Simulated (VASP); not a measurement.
Wanted: the native input for a VASP 6.6.1 run.

- Task: relaxation of cell and atoms
- Functional: PBE
- Potentials or basis: VASP PAW PBE potentials, release 64 (Ru_pv, Br)
- Cutoff: 600 eV
- k mesh: 4 × 4 × 4
- Occupations: gaussian, width 0.1 eV
- Spin: collinear spin, ferromagnetic start
- Starting moments: [1.0, 0.0, 0.0, 0.0, 0.0] μB
- Dipole correction: no
- Further INCAR settings: ALGO = Normal; EDIFF = 1e-07; IBRION = 2; EDIFFG = -0.04; NSW = 90; ISIF = 3

The structure of RuBr4 lies in POSCAR:

```
RuBr4
1.0
    5.4035546200      0.0000000000      0.0000000000
    0.0000000000      5.4035546200      0.0000000000
    0.0000000000      0.0000000000      5.4035546200
Ru Br
1 4
Direct
    0.0000000000      0.0000000000      0.0000000000
    0.0000000000      0.5000000000      0.5000000000
    0.5000000000      0.0000000000      0.5000000000
    0.5000000000      0.5000000000      0.0000000000
    0.5000000000      0.5000000000      0.5000000000
```

The cell was generated, and may not be a known phase.

The input as run:

INCAR

```
SYSTEM = RuBr4
PREC     = Accurate       ! precision mode
ENCUT    = 600            ! plane-wave cutoff, eV
EDIFF    = 1E-7           ! SCF threshold, eV
ISMEAR   = 0              ! smearing method
SIGMA    = 0.1            ! smearing width, eV
LREAL    = .FALSE.        ! projectors in reciprocal space
LASPH    = .TRUE.         ! aspherical terms in the spheres
NELM     = 150            ! most SCF steps
ALGO     = Normal         ! electronic algorithm
ISIF     = 3              ! what is computed and relaxed
LWAVE    = .FALSE.        ! write WAVECAR
LCHARG   = .FALSE.        ! write CHGCAR
ISPIN    = 2              ! spin polarisation
MAGMOM   = 1 0 0 0 0      ! initial moments
LORBIT   = 11             ! projections on sites
LMAXMIX  = 4              ! l up to which the mixer works
GGA      = PE             ! functional
IBRION   = 2              ! ionic algorithm
NSW      = 90             ! ionic steps
EDIFFG   = -0.04          ! ionic threshold
```

KPOINTS

```
regular mesh
0
G
  4 4 4
  0 0 0
```

Potentials or basis: VASP PAW PBE potentials, release 64 (Ru_pv, Br).

Run with:

```console
$ cat potpaw_PBE.64/Ru_pv/POTCAR potpaw_PBE.64/Br/POTCAR > POTCAR
$ mpirun -np 1 vasp_std > vasp.out
```

Results of the run:

The relaxed volume is 34.86 Å³/atom, the relaxed cell is a = 5.586 Å, b = 5.586 Å, c = 5.586 Å, α = 90.00°, β = 90.00°, γ = 90.00° and the space group after relaxing (to 0.1 Å) is Pm-3m (No. 221). The energy gained by relaxing is 45.5 meV/atom. The ionic steps are 5. The pressure after relaxing is 0.0 GPa. The net moment is 1.61 μB per cell and the site moments are Ru +2.70; Br -0.21, -0.52 (each value once) μB. The valence electrons inside the program's atomic spheres are Ru 12.12; Br 4.77, 4.68 (each value once).

It took 7.4 min on 1 thread of Intel(R) Xeon(R) 6975P-C (Granite Rapids), on a shared host, peak memory 0.45 GiB.
